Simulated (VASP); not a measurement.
Crystal: CuAu.

```
CELL_PARAMETERS angstrom
2.81075 0.00000 0.00000
0.00000 2.81075 0.00000
0.00000 0.00000 3.68500
ATOMIC_POSITIONS crystal
Cu 0.48673 0.49799 0.50784
Au 0.02239 0.00778 0.97690
```

```yaml
Program: VASP 6.6.1
Task: relaxation of cell and atoms
Functional: PBEsol
Potentials_or_basis: VASP PAW PBE potentials, release 64 (Cu, Au)
Cutoff: 600 eV
k_mesh: 8 × 8 × 6
Occupations: fermi-dirac, width 0.05 eV
Spin: no spin polarisation
```

At the start: pressure -1.7 GPa; volume 14.56 Å³/atom.

Q: How do energy, volume and symmetry change on relaxing?

A: Over 24 steps the energy falls by 37.2 meV/atom and the volume is 14.26 Å³/atom (-2.1 %); space group P4/mmm (No. 123, to 0.05 Å).

Step by step:
| step | energy change (eV) | largest force (eV/Å) | pressure (GPa) | volume (Å³) |
| --- | --- | --- | --- | --- |
| 1 | 0.0000 | 0.8477 | -1.66 | 29.11 |
| 2 | -0.0540 | 0.3611 | 0.62 | 28.48 |
| 3 | -0.0597 | 0.2013 | 2.15 | 28.20 |
| 4 | -0.0670 | 0.1378 | -2.01 | 28.88 |
| 5 | -0.0676 | 0.1351 | -1.10 | 28.72 |
| 6 | -0.0722 | 0.0787 | -0.12 | 28.54 |
| 7 | -0.0725 | 0.0742 | 0.10 | 28.49 |
| 8 | -0.0725 | 0.0746 | 0.22 | 28.48 |
| 9 | -0.0734 | 0.0239 | 0.00 | 28.53 |
| 10 | -0.0735 | 0.0552 | -0.35 | 28.59 |
| 11 | -0.0736 | 0.0364 | -0.38 | 28.57 |
| 12 | -0.0738 | 0.0452 | 0.50 | 28.43 |
| 13 | -0.0738 | 0.0417 | 0.33 | 28.47 |
| 14 | -0.0741 | 0.0234 | 0.22 | 28.49 |
| 15 | -0.0742 | 0.0072 | 0.08 | 28.51 |
| 16 | -0.0743 | 0.0028 | -0.17 | 28.55 |
| 17 | -0.0743 | 0.0035 | -0.31 | 28.56 |
| 18 | -0.0743 | 0.0052 | -0.25 | 28.53 |
| 19 | -0.0744 | 0.0073 | -0.14 | 28.52 |
| 20 | -0.0744 | 0.0065 | -0.09 | 28.52 |
| 21 | -0.0744 | 0.0056 | -0.15 | 28.53 |
| 22 | -0.0744 | 0.0066 | -0.29 | 28.53 |
| 23 | -0.0744 | 0.0070 | -0.10 | 28.52 |
| 24 | -0.0744 | 0.0040 | -0.01 | 28.51 |

Final structure:
```xyz
2
Lattice="2.8477 -0.0002 0.0013 -0.0002 2.8484 0.0004 0.0009 0.0002 3.5148" Properties=species:S:1:pos:R:3 pbc="T T T"
Cu    1.4369    1.4324    1.7312
Au    0.0142    0.0085    3.4883
```

Caveat: the PAW data sets were made with another functional, which shifts forces and pressure a little.
